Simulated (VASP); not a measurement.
Write the native input for VASP 6.6.1 that does the following.

* Task: single point
* Functional: PBE
* Potentials or basis: VASP PAW PBE potentials, release 64 (Ga_d, P)
* Cutoff: 500 eV
* k mesh: 4 × 4 × 4
* Occupations: gaussian, width 0.1 eV
* Spin: no spin polarisation
* Hubbard terms: Ga d U = 6.1 eV, J = 0.95 eV
* Dipole correction: no
* LDAUTYPE: 1
* Hund's J: 0.95
* Further INCAR settings: ALGO = Normal; EDIFF = 1e-06; NBANDS = 16

The structure of GaP lies in POSCAR:

```
GaP
1.0
    0.0000000000      2.7258124945      2.7258124945
    2.7258124945      0.0000000000      2.7258124945
    2.7258124945      2.7258124945      0.0000000000
Ga P
1 1
Direct
    0.0000000000      0.0000000000      0.0000000000
    0.2500000000      0.2500000000      0.2500000000
```

These files were run (other wordings do the same):

INCAR

```
SYSTEM = GaP
PREC = Accurate
ENCUT = 500
EDIFF = 1E-6
ISMEAR = 0
SIGMA = 0.1
LREAL = .False.
LASPH = .True.
NELM = 200
ALGO = Normal
ISIF = 2
LWAVE = .False.
LCHARG = .False.
LDAU = .True.
LDAUTYPE = 1
LDAUL = 2 -1
LDAUU = 6.1 0
LDAUJ = 0.95 0
LDAUPRINT = 1
GGA = PE
NBANDS = 16
GGA_COMPAT = .False.
```

KPOINTS

```
Automatic mesh
0
Gamma
  4 4 4
  0 0 0
```

Potentials or basis: VASP PAW PBE potentials, release 64 (Ga_d, P).

Launch:

```sh
$ cat potpaw_PBE.64/Ga_d/POTCAR potpaw_PBE.64/P/POTCAR > POTCAR
$ mpirun -np 1 vasp_std > vasp.out
```

Results of the run:

```yaml
Pressure: 0.0 GPa
Band_gap_on_the_k_mesh: 1.65 eV, indirect (least direct gap 2.03 eV)
```

Caveat: the k points lie up to 0.50 Å⁻¹ apart; the U is typed as a test and isn't derived for this compound.

Wall time 10 s on 1 thread of Intel Xeon 8259CL, with other jobs on the host, peak memory 0.15 GiB.
